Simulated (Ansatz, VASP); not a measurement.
One calculation of LiCl, two programs

```
CELL_PARAMETERS angstrom
3.64180 0.00000 0.00000
-1.82090 3.15389 0.00000
0.00000 0.00000 17.84109
ATOMIC_POSITIONS crystal
Li 0.00000 0.00000 0.00000
Li 0.33333 0.66667 0.16667
Li 0.66667 0.33333 0.33333
Li 0.00000 0.00000 0.50000
Li 0.66667 0.33333 0.66667
Li 0.33333 0.66667 0.83333
Cl 0.66667 0.33333 0.08333
Cl 0.00000 0.00000 0.25000
Cl 0.33333 0.66667 0.41667
Cl 0.33333 0.66667 0.58333
Cl 0.00000 0.00000 0.75000
Cl 0.66667 0.33333 0.91667
```

Alike in both runs: task relaxation of cell and atoms; functional PBE; k mesh 9 × 9 × 2; occupations gaussian, width 0.02 eV; no spin polarisation.

|  | VASP | Ansatz |
| --- | --- | --- |
| version | VASP 6.6.1 | Ansatz 0.2.0 |
| potentials or method | VASP PAW PBE potentials, release 64 (Li_sv, Cl), cutoff 600 eV | scalar-relativistic, plane waves, PAW |
| valence electrons in the cell | 60 | 60 |

```csv
,VASP,Ansatz,Ansatz less VASP
"gap on the k mesh at the Fermi level, each at its own relaxed structure (eV)",5.85,5.82,-0.028
relaxed volume (Å³/atom),17.36,17.44,+0.076
```

Noted on VASP's run: the cutoff is under 1.25 times that of the potentials, so the pressure is a little rough.
